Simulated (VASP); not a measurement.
# WS2 in VASP: single point with r2SCAN

Aim: the single point of WS2 with r2SCAN.

Everything below comes from runs of VASP 6.6.1. Logs are shortened: lines on timing, memory, paths and dates and some standing lists are left out, and cuts for length are marked.

### 1 The cell of the first run

The cell holds a slab with vacuum, 9 atoms: a = 3.181 Å, b = 3.181 Å, c = 28.696 Å, α = 90.00°, β = 90.00°, γ = 120.00°.

### 2 Single point, r2SCAN

The input, POSCAR:

```
WS2
1.0
    3.1814540982      0.0000000000      0.0000000000
   -1.5907270491      2.7552200700      0.0000000000
    0.0000000000      0.0000000000     28.6961985123
W S
3 6
Direct
    0.6666666667      0.3333333333      0.6597160134
    0.3333333333      0.6666666667      0.8874819164
    0.3333333333      0.6666666667      0.4319800022
    0.6666666667      0.3333333333      0.9418082232
    0.6666666667      0.3333333333      0.4863292727
    0.3333333333      0.6666666667      0.7140623784
    0.6666666667      0.3333333333      0.8331336770
    0.6666666667      0.3333333333      0.3776530186
    0.3333333333      0.6666666667      0.6053694882
```

The input, INCAR.step1:

```
SYSTEM = WS2
PREC = Accurate
ENCUT = 520
ISMEAR = 0
SIGMA = 0.02
LREAL = .False.
LASPH = .True.
NELM = 60
NBANDS = 49
GGA = PE
ALGO = Normal
EDIFF = 1E-4
LWAVE = .True.
LCHARG = .False.
```

The input, INCAR.step2:

```
SYSTEM = WS2
PREC = Accurate
ENCUT = 520
EDIFF = 1E-7
ISMEAR = 0
SIGMA = 0.02
LREAL = .False.
LASPH = .True.
NELM = 60
ALGO = Normal
ISIF = 2
LWAVE = .False.
LCHARG = .True.
METAGGA = R2SCAN
LMIXTAU = .True.
LELF = .True.
LVHAR = .True.
NBANDS = 49
ISTART = 1
```

The input, KPOINTS:

```
regular mesh
0
Gamma
  12 12 1
  0 0 0
```

Potentials or basis: VASP PAW PBE potentials, release 64 (W_sv, S).

On the command line:

```console
> cat potpaw_PBE.64/W_sv/POTCAR potpaw_PBE.64/S/POTCAR > POTCAR
> cp INCAR.step1 INCAR
> mpirun -np 1 vasp_std > vasp.out
> cp INCAR.step2 INCAR
> mpirun -np 1 vasp_std > vasp.out
```

OUTCAR:

```text
SYSTEM = WS2
   PREC = Accurate
   ENCUT = 520
   EDIFF = 1E-7
   ISMEAR = 0
   LREAL = .False.
   LASPH = .True.
   NELM = 60
   ISIF = 2
   METAGGA = R2SCAN
   ISTART = 1

 ion  position               nearest neighbor table
   1  0.667  0.333  0.660-   6 2.41   6 2.41   6 2.41   9 2.41   9 2.41   9 2.41
   2  0.333  0.667  0.887-   4 2.41   4 2.41   4 2.41   7 2.41   7 2.41   7 2.41
   3  0.333  0.667  0.432-   8 2.41   8 2.41   8 2.41   5 2.41   5 2.41   5 2.41
   4  0.667  0.333  0.942-   2 2.41   2 2.41   2 2.41
   5  0.667  0.333  0.486-   3 2.41   3 2.41   3 2.41
   6  0.333  0.667  0.714-   1 2.41   1 2.41   1 2.41
   7  0.667  0.333  0.833-   2 2.41   2 2.41   2 2.41
   8  0.667  0.333  0.378-   3 2.41   3 2.41   3 2.41
   9  0.333  0.667  0.605-   1 2.41   1 2.41   1 2.41

  LATTYP: Found a hexagonal cell.
 ALAT       =     3.1814540982
 C/A-ratio  =     9.0198373532

  Lattice vectors:

 A1 = (   3.1814540982,   0.0000000000,   0.0000000000)
 A2 = (  -1.5907270491,   2.7552200700,   0.0000000000)
 A3 = (   0.0000000000,   0.0000000000,  28.6961985123)

Analysis of symmetry for initial positions (statically):
=====================================================================
 Subroutine PRICEL returns:
 Original cell was already a primitive cell.

 Routine SETGRP: Setting up the symmetry group for a
 hexagonal supercell.

 Subroutine GETGRP returns: Found  6 space group operations
 (whereof  6 operations were pure point group operations)
 out of a pool of 24 trial point group operations.

The static configuration has the point symmetry C_3v.

Analysis of symmetry for dynamics (positions and initial velocities):
=====================================================================
 Subroutine PRICEL returns:
 Original cell was already a primitive cell.

 Routine SETGRP: Setting up the symmetry group for a
 hexagonal supercell.

 Subroutine GETGRP returns: Found  6 space group operations
 (whereof  6 operations were pure point group operations)
 out of a pool of 24 trial point group operations.

The dynamic configuration has the point symmetry C_3v.

 Subroutine INISYM returns: Found  6 space group operations
 (whereof  6 operations are pure point group operations),
 and found     1 'primitive' translations

----------------------------------------------------------------------------------------

                                     Primitive cell

  volume of cell :     251.5396

  direct lattice vectors                    reciprocal lattice vectors
     3.181454098  0.000000000  0.000000000     0.314321681  0.181473707  0.000000000
    -1.590727049  2.755220070  0.000000000     0.000000000  0.362947414  0.000000000
     0.000000000  0.000000000 28.696198512     0.000000000  0.000000000  0.034847821

  length of vectors
     3.181454098  3.181454098 28.696198512     0.362947414  0.362947414  0.034847821

  position of ions in fractional coordinates (direct lattice)
     0.666666667  0.333333333  0.659716013
     0.333333333  0.666666667  0.887481916
     0.333333333  0.666666667  0.431980002
     0.666666667  0.333333333  0.941808223
     0.666666667  0.333333333  0.486329273
     0.333333333  0.666666667  0.714062378
     0.666666667  0.333333333  0.833133677
     0.666666667  0.333333333  0.377653019
     0.333333333  0.666666667  0.605369488

  ion indices of the primitive-cell ions
   primitive index   ion index
                 1           1
                 2           2
                 3           3
                 4           4
                 5           5
                 6           6
                 7           7
                 8           8
                 9           9

----------------------------------------------------------------------------------------

 KPOINTS: regular mesh

Automatic generation of k-mesh.
 Grid dimensions read from file:
 generate k-points for:   12   12    1

 Generating k-lattice:

  Cartesian coordinates                     Fractional coordinates (reciprocal lattice)
     0.026193473  0.015122809  0.000000000     0.083333333  0.000000000  0.000000000
     0.000000000  0.030245618  0.000000000     0.000000000  0.083333333  0.000000000
     0.000000000  0.000000000  0.034847821     0.000000000  0.000000000  1.000000000

  Length of vectors
     0.030245618  0.030245618  0.034847821

  Shift w.r.t. Gamma in fractional coordinates (k-lattice)
     0.000000000  0.000000000  0.000000000

 Subroutine IBZKPT returns following result:
 ===========================================

 Found     19 irreducible k-points:

 Following reciprocal coordinates:
            Coordinates               Weight
  0.000000  0.000000  0.000000      1.000000
  0.083333 -0.000000  0.000000      6.000000
  0.166667 -0.000000  0.000000      6.000000
  0.250000 -0.000000  0.000000      6.000000
  0.333333 -0.000000  0.000000      6.000000
  0.416667 -0.000000  0.000000      6.000000
[... 11 lines left out ...]
  0.333333  0.250000  0.000000     12.000000
  0.333333  0.333333  0.000000      2.000000
   k-points           NKPTS =     19   k-points in BZ     NKDIM =     19   number of bands    NBANDS=     49
   number of dos      NEDOS =    301   number of ions     NIONS =      9
   total plane-waves  NPLWV = 124416
   dimension x,y,z NGX =    24 NGY =   24 NGZ =  216
   dimension x,y,z NGXF=    48 NGYF=   48 NGZF=  432
   ions per type =               3   6
   NGX,Y,Z   is equivalent  to a cutoff of  12.54, 12.54, 12.51 a.u.
   NGXF,Y,Z  is equivalent  to a cutoff of  25.08, 25.08, 25.03 a.u.
 SYSTEM =  WS2
   PREC   = accura    normal or accurate (medium, high low for compatibility)
   ISTART =      1    job   : 0-new  1-cont  2-samecut
   ICHARG =      0    charge: 1-file 2-atom 10-const
   ISPIN  =      1    spin polarized calculation?
   LNONCOLLINEAR =      F non collinear calculations
   LSORBIT =      F    spin-orbit coupling
   LASPH  =      T    aspherical Exc in radial PAW
   ENCUT  =  520.0 eV  38.22 Ry    6.18 a.u.   5.92  5.92 53.36*2*pi/ulx,y,z
   NELM   =     60;   NELMIN=  2; NELMDL=  0     # of ELM steps
   EDIFF  = 0.1E-06   stopping-criterion for ELM
   LREAL  =      F    real-space projection
   EDIFFG = 0.1E-05   stopping-criterion for IOM
   NSW    =      0    number of steps for IOM
   IBRION =     -1    ionic relax: 0-MD 1-quasi-New 2-CG
   NFREE  =      0    steps in history (QN), initial steepest desc. (CG)
   ISIF   =      2    stress and relaxation
   ISYM   =      2    0-nonsym 1-usesym 2-fastsym
   POTIM  = 0.5000    time-step for ionic-motion
   TEBEG  =    0.0;   TEEND  =   0.0 temperature during run
   PSTRESS=    0.0 pullay stress
   NELECT =      78.0000    total number of electrons
   NUPDOWN=      -1.0000    fix difference up-down
   EMIN   =  10.00;   EMAX   =-10.00  energy-range for DOS
   EFERMI =   0.00;   METHOD = LEGACY
   ISMEAR =     0;   SIGMA  =   0.02  broadening in eV -4-tet -1-fermi 0-gaus
   EFERMI_NEDOS =   21; number of points for ismear=-14 and -15
   IALGO  =     38    algorithm
   IMIX   =      4    mixing-type and parameters
     AMIX     =   0.40;   BMIX     =  1.00
     AMIX_MAG =   1.60;   BMIX_MAG =  1.00
  volume/ion in A,a.u.               =      27.95       188.61
  Fermi-wavevector in a.u.,A,eV,Ry     =   1.108080  2.093967 16.705780  1.227840
  Thomas-Fermi vector in A             =   2.244602
   LORBIT       =      0    0 simple, 1 ext, 2 COOP (PROOUT), +10 PAW based schemes
   METAGGA = R2SCAN    functional components
   LHFCALC =     F    Hartree Fock is set to
   AEXX    =    0.0000 exact exchange contribution
   IVDW    =     0    specifies the selected vdW correction
   LEPSILON=     F    determine dielectric tensor
   LRPA    =     F    only Hartree local field effects (RPA)
 non-spin polarized calculation
 Gauss-broadening in eV      SIGMA  =   0.02
  energy-cutoff  :      520.00
  volume of cell :      251.54
 maximum number of plane-waves:      6819
 NGX is ok and might be reduce to    24
   NGX = 11   NGY = 11   NGZ =107

 number of electron      78.0000001 magnetization

 Free energy of the ion-electron system (eV)
  ---------------------------------------------------
  ext. energy  EPLUGINS =         0.00000000
  ---------------------------------------------------
  free energy    TOTEN  =      -210.20551317 eV

  energy without entropy =     -210.20551317  energy(sigma->0) =     -210.20551317

 E-fermi :   2.7809     XC(G=0):  -7.7847

 val. band max:        2.4989928428   @ k =   0.0000   0.0000   0.0000
 cond. band min:       3.9988499340   @ k =   0.3333   0.3333   0.0000
 fundamental gap:      1.4998570912
 Fermi energy:         2.7808711537

 k-point     1 :       0.0000    0.0000    0.0000
  band No.  band energies     occupation
      1     -73.8806      2.00000
      2     -73.8798      2.00000
      3     -73.8798      2.00000
      4     -37.4686      2.00000
      5     -37.4676      2.00000
      6     -37.4676      2.00000
[... 41 lines left out ...]
     48       5.3201      0.00000
     49       5.3462      0.00000

 k-point     2 :       0.0833   -0.0000    0.0000
  band No.  band energies     occupation
      1     -73.8793      2.00000
      2     -73.8785      2.00000
      3     -73.8785      2.00000
      4     -37.4641      2.00000
      5     -37.4631      2.00000
      6     -37.4631      2.00000
[... 41 lines left out ...]
     48       5.2421      0.00000
     49       5.3805      0.00000

 k-point     3 :       0.1667   -0.0000    0.0000
  band No.  band energies     occupation
      1     -73.8758      2.00000
      2     -73.8750      2.00000
      3     -73.8750      2.00000
      4     -37.4518      2.00000
      5     -37.4507      2.00000
      6     -37.4507      2.00000
[... 821 lines left out ...]
     48       6.1605      0.00000
     49       7.5773      0.00000

 k-point    19 :       0.3333    0.3333    0.0000
  band No.  band energies     occupation
      1     -73.8590      2.00000
      2     -73.8582      2.00000
      3     -73.8582      2.00000
      4     -37.5811      2.00000
      5     -37.5804      2.00000
      6     -37.5804      2.00000
[... 41 lines left out ...]
     48       6.3765      0.00000
     49       7.9134      0.00000

------------------------ aborting loop because EDIFF is reached ----------------------------------------

  FORCE on cell =-STRESS in cart. coord.  units (eV):
  Direction    XX          YY          ZZ          XY          YZ          ZX
  --------------------------------------------------------------------------------------
  -------------------------------------------------------------------------------------
  Total        0.2210334      0.2210334      0.1235826      0.0000000      0.0000000     -0.0000000
  in kB        1.4078689      1.4078689      0.7871575      0.0000000      0.0000000     -0.0000000
  external PRESSURE =       1.2009651 kB  Pullay stress =       0.0000000 kB

 VOLUME and BASIS-vectors are now :
 -----------------------------------------------------------------------------
  energy-cutoff  :      520.00
  volume of cell :      251.54
      direct lattice vectors                 reciprocal lattice vectors
     3.181454098  0.000000000  0.000000000     0.314321681  0.181473707  0.000000000
    -1.590727049  2.755220070  0.000000000     0.000000000  0.362947414  0.000000000
     0.000000000  0.000000000 28.696198512     0.000000000  0.000000000  0.034847821

 POSITION                                       TOTAL-FORCE (eV/Angst)
 -----------------------------------------------------------------------------------
      1.59073      0.91841     18.93134         0.000000      0.000000     -0.000040
     -0.00000      1.83681     25.46736         0.000000      0.000000      0.000800
     -0.00000      1.83681     12.39618         0.000000      0.000000     -0.000653
      1.59073      0.91841     27.02632        -0.000000      0.000000      0.022164
      1.59073      0.91841     13.95580         0.000000      0.000000      0.021558
     -0.00000      1.83681     20.49088        -0.000000     -0.000000      0.021749
      1.59073      0.91841     23.90777         0.000000     -0.000000     -0.022255
      1.59073      0.91841     10.83721        -0.000000      0.000000     -0.021751
     -0.00000      1.83681     17.37180         0.000000     -0.000000     -0.021572
 -----------------------------------------------------------------------------------
    total drift:                                0.000000      0.000000      0.000046

  FREE ENERGIE OF THE ION-ELECTRON SYSTEM (eV)
  ---------------------------------------------------
  free  energy   TOTEN  =      -210.2055131692 eV

  energy  without entropy=     -210.2055131692  energy(sigma->0) =     -210.20551317
```

Wall time 59 min (1 thread of Intel Xeon Platinum 8259CL at 2.50GHz (Skylake/Cascade Lake), shared host); peak memory 0.49 GiB.

What came out:

```yaml
Free_energy: -210.2055 eV
Largest_force: 0.022 eV/Å
Band_gap_on_the_k_mesh: 1.50 eV (least direct gap 1.89 eV)
```

Forces in eV/Å, atoms in the order of the input:
```
W    0.000  0.000  0.000
W    0.000  0.000  0.001
W    0.000  0.000 -0.001
S    0.000  0.000  0.022
S    0.000  0.000  0.022
S    0.000  0.000  0.022
S    0.000  0.000 -0.022
S    0.000  0.000 -0.022
S    0.000  0.000 -0.022
```

Caveat: there is no dipole correction, which matters where the two faces differ; the PAW data sets were made with another functional, which shifts forces and pressure a little; spin-orbit coupling is left out, which moves the levels of the heavy elements.
